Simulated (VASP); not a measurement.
Runs of VASP 6.6.1 on Li2S. The structure is that of space group Fm-3m (No. 225), or close to it. The cells are those of the table. 

| task | cell | cutoff (eV) | gap on the mesh (eV) | pressure (GPa) |
| --- | --- | --- | --- | --- |
| single point | a = 4.023 Å, angles 60.0°, 3 atoms | 750 | 3.31 | -0.8 |
| relaxation of the atoms | atoms relaxed from a = 4.023 Å, angles 60.0°, 3 atoms | 650 | 3.31 | -0.8 |
| relaxation of the atoms | atoms relaxed from a = 2.964 Å, angles 60.0°, 3 atoms | 650 | 1.03 | 210.8 |
| relaxation of the atoms | atoms relaxed from a = 3.083 Å, angles 60.0°, 3 atoms | 650 | 1.54 | 147.3 |
| single point | a = 3.083 Å, angles 60.0°, 3 atoms | 750 | 1.54 | (a) |
| single point | a = 3.655 Å, angles 60.0°, 3 atoms | 750 | 2.98 | 19.3 |
| relaxation of the atoms | atoms relaxed from a = 3.655 Å, angles 60.0°, 3 atoms | 650 | 2.98 | 19.3 |

Alike in all rows: level PBEsol; potentials or basis VASP PAW PBE potentials, release 64 (Li_sv, S); no spin polarisation; k mesh 9 × 9 × 9; smearing fermi-dirac 0.03 eV.

Task: Estimate the missing entries.

Result: (a) 147.4.

Caveats: the PAW data sets were made with another functional, which shifts forces and pressure a little; the relaxation stopped at its first step, so nothing moved (some runs).

A k mesh can miss the band edges.
